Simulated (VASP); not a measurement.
A run of VASP 6.6.1:

INCAR

```
  PREC = Accurate
  ENCUT = 520
  EDIFF = 1E-8
  ISMEAR = 0
  SIGMA = 0.01
  LREAL = False
  LASPH = True
  NELM = 100
  ALGO = Normal
  ISIF = 2
  LWAVE = False
  LCHARG = False
  GGA = PS
  IBRION = 8
  NSW = 1
```

File KPOINTS:

```
regular mesh
0
Gamma
  8 8 8
```

Contents of POSCAR:

```
NaF
1.0
    2.3499484554      2.3499484554      0.0000000000
   -2.3499484554      2.3499484554      0.0000000000
    0.0000000000      2.3499484554      2.3499484554
Na F
1 1
Direct
    0.0000000000      0.0000000000      0.0000000000
    0.5000000000      0.5000000000      0.0000000000
```

Potentials or basis: VASP PAW PBE potentials, release 64 (Na_pv, F).

Command:

```bash
$ cat potpaw_PBE.64/Na_pv/POTCAR potpaw_PBE.64/F/POTCAR > POTCAR
$ mpirun -np 1 vasp_std > vasp.out
```

Hardware: 1 thread of Intel(R) Xeon(R) 6975P-C (Granite Rapids) (shared host).

Question: Estimate the wall time of this run.

Answer: Run time: 47 s on 1 thread of Intel(R) Xeon(R) 6975P-C (Granite Rapids), on a shared host, peak memory 0.19 GiB. Counts: scf iterations 40, k points 29.
